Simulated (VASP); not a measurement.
# P (R-3m) in VASP: single point with PBEsol

Aim: the single point of P with PBEsol.

Everything below comes from runs of VASP 6.6.1. Logs are shortened: lines on timing, memory, paths and dates and some standing lists are left out, and cuts for length are marked.

### Step 1. The cell of the first run

Symmetry: R-3m, No. 166, trigonal system. Conventional cell: a = 6.670 Å, b = 6.670 Å, c = 14.955 Å, α = 90.00°, β = 90.00°, γ = 120.00°. Within 3.0 Å of P (site symmetry m) lie 6 P at 2.27 to 2.66 Å. P (site symmetry m) has 5 P at 2.27 to 2.51 Å within 3.0 Å.

### Step 2. Single point, PBEsol

Input file INCAR:

```
SYSTEM = P
ALGO     = Normal         ! electronic algorithm
EDIFF    = 1E-7           ! SCF threshold, eV
ENCUT    = 520            ! plane-wave cutoff, eV
GGA      = PS             ! functional
ISIF     = 2              ! what is computed and relaxed
ISMEAR   = 0              ! smearing method
LASPH    = .True.         ! aspherical terms in the spheres
LCHARG   = .True.         ! write CHGCAR
LELF     = .True.         ! ELF
LREAL    = .False.        ! projectors in reciprocal space
LVHAR    = .True.       
LWAVE    = .False.        ! write WAVECAR
NBANDS   = 42             ! bands
NELM     = 60             ! most SCF steps
PREC     = Accurate       ! precision mode
SIGMA    = 0.1            ! smearing width, eV
```

Input file KPOINTS:

```
k-points
0
Gamma
  9 9 9
  0 0 0
```

Input file POSCAR:

```
P
1.0
    3.3352261190      1.9255936976      4.9850843854
   -3.3352261190      1.9255936976      4.9850843854
    0.0000000000     -3.8511873952      4.9850843854
P
12
Direct
    0.1188567646      0.5166526938      0.1188567646
    0.1188567646      0.1188567646      0.5166526938
    0.5166526938      0.1188567646      0.1188567646
    0.8811432354      0.4833473062      0.8811432354
    0.4833473062      0.8811432354      0.8811432354
    0.8811432354      0.8811432354      0.4833473062
    0.2774586312      0.6537935936      0.2774586312
    0.2774586312      0.2774586312      0.6537935936
    0.6537935936      0.2774586312      0.2774586312
    0.7225413688      0.3462064064      0.7225413688
    0.3462064064      0.7225413688      0.7225413688
    0.7225413688      0.7225413688      0.3462064064
```

Potentials or basis: VASP PAW PBE potentials, release 64 (P).

Command:

```bash
$ cat potpaw_PBE.64/P/POTCAR > POTCAR
$ mpirun -np 1 vasp_std > vasp.out
```

OUTCAR:

```text
SYSTEM = P
   EDIFF = 1E-7
   ENCUT = 520
   GGA = PS
   ISIF = 2
   ISMEAR = 0
   LASPH = .True.
   LREAL = .False.
   NELM = 60
   PREC = Accurate

 ion  position               nearest neighbor table
   1  0.119  0.517  0.119-   7 2.27  11 2.37  12 2.37   2 2.65   3 2.65   4 2.66
   2  0.119  0.119  0.517-   8 2.27  10 2.37  11 2.37   3 2.65   1 2.65   6 2.66
   3  0.517  0.119  0.119-   9 2.27  10 2.37  12 2.37   2 2.65   1 2.65   5 2.66
   4  0.881  0.483  0.881-  10 2.27   9 2.37   8 2.37   6 2.65   5 2.65   1 2.66
   5  0.483  0.881  0.881-  11 2.27   7 2.37   8 2.37   6 2.65   4 2.65   3 2.66
   6  0.881  0.881  0.483-  12 2.27   9 2.37   7 2.37   5 2.65   4 2.65   2 2.66
   7  0.277  0.654  0.277-   1 2.27   5 2.37   6 2.37   8 2.51   9 2.51
   8  0.277  0.277  0.654-   2 2.27   4 2.37   5 2.37   7 2.51   9 2.51
   9  0.654  0.277  0.277-   3 2.27   4 2.37   6 2.37   8 2.51   7 2.51
  10  0.723  0.346  0.723-   4 2.27   3 2.37   2 2.37  12 2.51  11 2.51
  11  0.346  0.723  0.723-   5 2.27   1 2.37   2 2.37  12 2.51  10 2.51
  12  0.723  0.723  0.346-   6 2.27   3 2.37   1 2.37  10 2.51  11 2.51

  LATTYP: Found a trigonal (rhomboedric) cell.
 ALAT       =     6.2994214562
 COS(alpha) =     0.4393662593

  Lattice vectors:

 A1 = (   3.3352261190,   1.9255936976,   4.9850843854)
 A2 = (  -3.3352261190,   1.9255936976,   4.9850843854)
 A3 = (   0.0000000000,  -3.8511873952,   4.9850843854)

Analysis of symmetry for initial positions (statically):
=====================================================================
 Subroutine PRICEL returns:
 Original cell was already a primitive cell.

 Routine SETGRP: Setting up the symmetry group for a
 trigonal (rhombohedral) supercell.

 Subroutine GETGRP returns: Found 12 space group operations
 (whereof 12 operations were pure point group operations)
 out of a pool of 12 trial point group operations.

The static configuration has the point symmetry D_3d.

Analysis of symmetry for dynamics (positions and initial velocities):
=====================================================================
 Subroutine PRICEL returns:
 Original cell was already a primitive cell.

 Routine SETGRP: Setting up the symmetry group for a
 trigonal (rhombohedral) supercell.

 Subroutine GETGRP returns: Found 12 space group operations
 (whereof 12 operations were pure point group operations)
 out of a pool of 12 trial point group operations.

The dynamic configuration has the point symmetry D_3d.

 Subroutine INISYM returns: Found 12 space group operations
 (whereof 12 operations are pure point group operations),
 and found     1 'primitive' translations

----------------------------------------------------------------------------------------

                                     Primitive cell

  volume of cell :     192.0940

  direct lattice vectors                    reciprocal lattice vectors
     3.335226119  1.925593698  4.985084385     0.149914873  0.086553392  0.066866137
    -3.335226119  1.925593698  4.985084385    -0.149914873  0.086553392  0.066866137
     0.000000000 -3.851187395  4.985084385     0.000000000 -0.173106785  0.066866137

  length of vectors
     6.299421456  6.299421456  6.299421456     0.185572194  0.185572194  0.185572194

  position of ions in fractional coordinates (direct lattice)
     0.118856765  0.516652694  0.118856765
     0.118856765  0.118856765  0.516652694
     0.516652694  0.118856765  0.118856765
     0.881143235  0.483347306  0.881143235
     0.483347306  0.881143235  0.881143235
     0.881143235  0.881143235  0.483347306
     0.277458631  0.653793594  0.277458631
     0.277458631  0.277458631  0.653793594
     0.653793594  0.277458631  0.277458631
     0.722541369  0.346206406  0.722541369
     0.346206406  0.722541369  0.722541369
     0.722541369  0.722541369  0.346206406

  ion indices of the primitive-cell ions
   primitive index   ion index
                 1           1
                 2           2
                 3           3
                 4           4
                 5           5
                 6           6
                 7           7
                 8           8
                 9           9
                10          10
                11          11
                12          12

----------------------------------------------------------------------------------------

 KPOINTS: k-points

Automatic generation of k-mesh.
 Grid dimensions read from file:
 generate k-points for:    9    9    9

 Generating k-lattice:

  Cartesian coordinates                     Fractional coordinates (reciprocal lattice)
     0.016657208  0.009617044  0.007429571     0.111111111  0.000000000  0.000000000
    -0.016657208  0.009617044  0.007429571     0.000000000  0.111111111  0.000000000
     0.000000000 -0.019234087  0.007429571     0.000000000  0.000000000  0.111111111

  Length of vectors
     0.020619133  0.020619133  0.020619133

  Shift w.r.t. Gamma in fractional coordinates (k-lattice)
     0.000000000  0.000000000  0.000000000

 Subroutine IBZKPT returns following result:
 ===========================================

 Found     85 irreducible k-points:

 Following reciprocal coordinates:
            Coordinates               Weight
  0.000000  0.000000  0.000000      1.000000
  0.111111 -0.000000  0.000000      6.000000
  0.222222  0.000000 -0.000000      6.000000
  0.333333  0.000000 -0.000000      6.000000
  0.444444  0.000000 -0.000000      6.000000
  0.111111  0.111111  0.000000      6.000000
[... 16 lines left out ...]
 -0.333333  0.333333  0.000000      6.000000
  0.444444  0.444444  0.000000      6.000000
 [... further k-points ...]
   k-points           NKPTS =     85   k-points in BZ     NKDIM =     85   number of bands    NBANDS=     42
   number of dos      NEDOS =    301   number of ions     NIONS =     12
   total plane-waves  NPLWV = 110592
   dimension x,y,z NGX =    48 NGY =   48 NGZ =   48
   dimension x,y,z NGXF=    96 NGYF=   96 NGZF=   96
   ions per type =              12
   NGX,Y,Z   is equivalent  to a cutoff of  12.67, 12.67, 12.67 a.u.
   NGXF,Y,Z  is equivalent  to a cutoff of  25.34, 25.34, 25.34 a.u.
 SYSTEM =  P
   PREC   = accura    normal or accurate (medium, high low for compatibility)
   ISTART =      0    job   : 0-new  1-cont  2-samecut
   ICHARG =      2    charge: 1-file 2-atom 10-const
   ISPIN  =      1    spin polarized calculation?
   LNONCOLLINEAR =      F non collinear calculations
   LSORBIT =      F    spin-orbit coupling
   LASPH  =      T    aspherical Exc in radial PAW
   ENCUT  =  520.0 eV  38.22 Ry    6.18 a.u.  11.71 11.71 11.71*2*pi/ulx,y,z
   NELM   =     60;   NELMIN=  2; NELMDL= -5     # of ELM steps
   EDIFF  = 0.1E-06   stopping-criterion for ELM
   LREAL  =      F    real-space projection
   EDIFFG = 0.1E-05   stopping-criterion for IOM
   NSW    =      0    number of steps for IOM
   IBRION =     -1    ionic relax: 0-MD 1-quasi-New 2-CG
   NFREE  =      0    steps in history (QN), initial steepest desc. (CG)
   ISIF   =      2    stress and relaxation
   ISYM   =      2    0-nonsym 1-usesym 2-fastsym
   POTIM  = 0.5000    time-step for ionic-motion
   TEBEG  =    0.0;   TEEND  =   0.0 temperature during run
   PSTRESS=    0.0 pullay stress
   NELECT =      60.0000    total number of electrons
   NUPDOWN=      -1.0000    fix difference up-down
   EMIN   =  10.00;   EMAX   =-10.00  energy-range for DOS
   EFERMI =   0.00;   METHOD = LEGACY
   ISMEAR =     0;   SIGMA  =   0.10  broadening in eV -4-tet -1-fermi 0-gaus
   EFERMI_NEDOS =   21; number of points for ismear=-14 and -15
   IALGO  =     38    algorithm
   IMIX   =      4    mixing-type and parameters
     AMIX     =   0.40;   BMIX     =  1.00
     AMIX_MAG =   1.60;   BMIX_MAG =  1.00
  volume/ion in A,a.u.               =      16.01       108.03
  Fermi-wavevector in a.u.,A,eV,Ry     =   1.110761  2.099034 16.786736  1.233790
  Thomas-Fermi vector in A             =   2.247316
   LORBIT       =      0    0 simple, 1 ext, 2 COOP (PROOUT), +10 PAW based schemes
   GGA     = PS    functional components
   LHFCALC =     F    Hartree Fock is set to
   AEXX    =    0.0000 exact exchange contribution
   IVDW    =     0    specifies the selected vdW correction
   LEPSILON=     F    determine dielectric tensor
   LRPA    =     F    only Hartree local field effects (RPA)
 non-spin polarized calculation
 Gauss-broadening in eV      SIGMA  =   0.10
  energy-cutoff  :      520.00
  volume of cell :      192.09
 maximum number of plane-waves:      5211
   NGX = 23   NGY = 23   NGZ = 23

 number of electron      60.0000002 magnetization

 Free energy of the ion-electron system (eV)
  ---------------------------------------------------
  ext. energy  EPLUGINS =         0.00000000
  ---------------------------------------------------
  free energy    TOTEN  =       -66.31007290 eV

  energy without entropy =      -66.29016316  energy(sigma->0) =      -66.30011803

 E-fermi :   8.3023     XC(G=0): -10.8631

 val. band max:        8.2970908571   @ k =  -0.4444  -0.4444   0.3333
 cond. band min:       8.3024817905   @ k =   0.2222   0.2222   0.2222
 fundamental gap:      0.0053909333
 Fermi energy:         8.3022941235

 k-point     1 :       0.0000    0.0000    0.0000
  band No.  band energies     occupation
      1      -7.8982      2.00000
      2      -4.3396      2.00000
      3      -4.3396      2.00000
      4      -3.9729      2.00000
      5      -3.5576      2.00000
      6      -3.5576      2.00000
[... 34 lines left out ...]
     41      11.3030      0.00000
     42      11.5382      0.00000

 k-point     2 :       0.1111   -0.0000    0.0000
  band No.  band energies     occupation
      1      -7.8451      2.00000
      2      -4.6900      2.00000
      3      -4.4140      2.00000
      4      -4.1260      2.00000
      5      -3.6062      2.00000
      6      -3.4263      2.00000
[... 979 lines left out ...]
     41      12.7339      0.00000
     42      12.8307      0.00000

 k-point    24 :       0.4444    0.4444    0.0000
  band No.  band energies     occupation
      1      -6.8485      2.00000
      2      -6.1882      2.00000
      3      -5.3177      2.00000
      4      -4.6646      2.00000
      5      -4.1453      2.00000
      6      -3.9395      2.00000
[... 34 lines left out ...]
     41      12.9231      0.00000
     42      13.0070      0.00000

 [... further k-points ...]
[... 5 lines left out ...]
  --------------------------------------------------------------------------------------
  -------------------------------------------------------------------------------------
  Total        0.1649818      0.1649818     -0.0913750      0.0000000     -0.0000000      0.0000000
  in kB        1.3760459      1.3760459     -0.7621216      0.0000000     -0.0000000      0.0000000
  external PRESSURE =       0.6633234 kB  Pullay stress =       0.0000000 kB

 VOLUME and BASIS-vectors are now :
 -----------------------------------------------------------------------------
  energy-cutoff  :      520.00
  volume of cell :      192.09
      direct lattice vectors                 reciprocal lattice vectors
     3.335226119  1.925593698  4.985084385     0.149914873  0.086553392  0.066866137
    -3.335226119  1.925593698  4.985084385    -0.149914873  0.086553392  0.066866137
     0.000000000 -3.851187395  4.985084385     0.000000000 -0.173106785  0.066866137

 POSITION                                       TOTAL-FORCE (eV/Angst)
 -----------------------------------------------------------------------------------
     -1.32674      0.76599      3.76058        -0.002995      0.001729      0.027338
      0.00000     -1.53199      3.76058        -0.000000     -0.003458      0.027338
      1.32674      0.76599      3.76058         0.002995      0.001729      0.027338
      1.32674     -0.76599     11.19467         0.002995     -0.001729     -0.027338
     -1.32674     -0.76599     11.19467        -0.002995     -0.001729     -0.027338
      0.00000      1.53199     11.19467        -0.000000      0.003458     -0.027338
     -1.25516      0.72467      6.02553        -0.008513      0.004915     -0.018223
      0.00000     -1.44934      6.02553        -0.000000     -0.009830     -0.018223
      1.25516      0.72467      6.02553         0.008513      0.004915     -0.018223
      1.25516     -0.72467      8.92973         0.008513     -0.004915      0.018223
     -1.25516     -0.72467      8.92973        -0.008513     -0.004915      0.018223
      0.00000      1.44934      8.92973        -0.000000      0.009830      0.018223
 -----------------------------------------------------------------------------------
    total drift:                               -0.000000     -0.000000      0.000000

  FREE ENERGIE OF THE ION-ELECTRON SYSTEM (eV)
  ---------------------------------------------------
  free  energy   TOTEN  =       -66.3100729030 eV

  energy  without entropy=      -66.2901631625  energy(sigma->0) =      -66.30011803
```

Wall time 6 min (1 thread of Intel Xeon 6975P-C (Granite Rapids), shared host); peak memory 0.61 GiB.

Results:

| Property | Result |
| --- | --- |
| Free energy | -66.3101 eV |
| Pressure | 0.1 GPa |
| Largest force | 0.028 eV/Å |
| Band gap on the k mesh | zero (bands 30 and 31 overlap by 1.13 eV) |

Forces in eV/Å, atoms in the order of the input:
```
P   -0.003  0.002  0.027
P    0.000 -0.003  0.027
P    0.003  0.002  0.027
P    0.003 -0.002 -0.027
P   -0.003 -0.002 -0.027
P    0.000  0.003 -0.027
P   -0.009  0.005 -0.018
P    0.000 -0.010 -0.018
P    0.009  0.005 -0.018
P    0.009 -0.005  0.018
P   -0.009 -0.005  0.018
P    0.000  0.010  0.018
```

Stress tensor (GPa, compression positive):
```
 0.14  0.00  0.00
 0.00  0.14  0.00
 0.00  0.00 -0.08
```

Caveat: the PAW data sets were made with another functional, which shifts forces and pressure a little.
